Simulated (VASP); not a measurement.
CdTe, 2 atoms in the cell. It takes space group P-6m2 (No. 187, hexagonal). Conventional cell: a = 4.288 Å, b = 4.288 Å, c = 3.748 Å, α = 90.00°, β = 90.00°, γ = 120.00°. Cd (site symmetry -6m2) has 6 Te at 3.10 Å and 2 Cd at 3.75 Å within 4.1 Å. Within 4.1 Å of Te (site symmetry -6m2) lie 6 Cd at 3.10 Å and 2 Te at 3.75 Å. The cell was built from a structure type or drawn by symmetry, and may not be a known phase.

- Program: VASP 6.6.1
- Task: single point
- Functional: PBE
- Potentials or basis: VASP PAW PBE potentials, release 64 (Cd, Te)
- Cutoff: 520 eV
- k mesh: 18 × 18 × 16
- Occupations: gaussian, width 0.1 eV
- Spin: no spin polarisation
- Dipole correction: no
- Further INCAR settings: ALGO = Normal; EDIFF = 1e-06; NBANDS = 16

Potentials or basis: VASP PAW PBE potentials, release 64 (Cd, Te).

The run is started by

```bash
$ cat potpaw_PBE.64/Cd/POTCAR potpaw_PBE.64/Te/POTCAR > POTCAR
$ mpirun -np 1 vasp_std > vasp.out
```

Hardware: 1 thread of Intel(R) Xeon(R) Platinum 8488C (Sapphire Rapids) (shared host).

Problem. Estimate the wall time of this run.

Solution. Run time: 2.1 min on 1 thread of Intel(R) Xeon(R) Platinum 8488C (Sapphire Rapids), on a shared host, peak memory 0.44 GiB. Counts: scf iterations 12, k points 333.
